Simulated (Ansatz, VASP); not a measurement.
## Ge: VASP beside Ansatz

```
CELL_PARAMETERS angstrom
3.95476 0.00000 0.00000
-1.97738 3.42492 0.00000
0.00000 0.00000 6.53309
ATOMIC_POSITIONS crystal
Ge 0.33333 0.66667 0.00003
Ge 0.66667 0.33333 0.50003
Ge 0.33333 0.66667 0.37397
Ge 0.66667 0.33333 0.87397
```

Change from the starting cell: strained cell.

Alike in both runs: functional r2SCAN; k mesh 9 × 9 × 6; occupations gaussian, width 0.01 eV; no spin polarisation.

Ansatz relaxed the structure, and its values are those at the end. VASP's run is a single point on that final structure, the one shown.

|  | VASP | Ansatz |
| --- | --- | --- |
| version | VASP 6.6.1 | Ansatz 0.2.0 |
| potentials or method | VASP PAW PBE potentials, release 64 (Ge_d), cutoff 550 eV | scalar-relativistic, plane waves, PAW |
| valence electrons in the cell | 56 | 56 |

```csv
,VASP,Ansatz,Ansatz less VASP
gap on the k mesh at the Fermi level (eV),0.16,0.18,+0.023
least direct gap on the mesh (eV),0.16,0.18,+0.023
pressure (GPa),2.5,2.3,-0.14
```

VASP's potentials were made for PBE, not for r2SCAN. Ansatz's warnings: stress scf threshold loose.
